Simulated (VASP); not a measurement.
I: single point with PBEsol

The system is I.

```
CELL_PARAMETERS angstrom
0.00000 3.26307 3.26307
3.26307 0.00000 3.26307
3.26307 3.26307 0.00000
ATOMIC_POSITIONS crystal
I 0.00000 0.00000 0.00000
I 0.25000 0.25000 0.25000
```

```json
{"Program": "VASP 6.6.1", "Task": "single point", "Functional": "PBEsol", "Potentials or basis": "VASP PAW PBE potentials, release 64 (I)", "Cutoff": "520 eV", "k mesh": "6 × 6 × 6", "Occupations": "fermi-dirac, width 0.02 eV", "Spin": "no spin polarisation", "Dipole correction": "no", "Further INCAR settings": "ALGO = Normal; EDIFF = 1e-06; NBANDS = 14"}
```

| Quantity | Value |
| --- | --- |
| Pressure | 20.0 GPa |
| Band gap on the k mesh | zero (bands 7 and 8 overlap by 3.38 eV) |

Levels at points of the mesh, in eV from the Fermi level:
```tsv
k point	band 5	band 6	band 7	band 8	band 9	band 10
(0.00, 0.00, 0.00)	-5.14	-2.23	-2.23	-2.23	3.09	5.37
(0.50, 0.00, 0.00)	-5.45	-1.07	-1.07	0.81	5.09	5.15
(0.50, 0.50, 0.00)	-3.24	-3.24	1.14	1.14	4.66	4.66
```

It took 13 s on 1 thread of Intel(R) Xeon(R) Platinum 8259CL CPU @ 2.50GHz (Skylake/Cascade Lake) (shared host), peak memory 0.2 GiB.

Caveat: the cell stands under pressure; the PAW data sets were made with another functional, which shifts forces and pressure a little; spin-orbit coupling is left out, which moves the levels of the heavy elements.
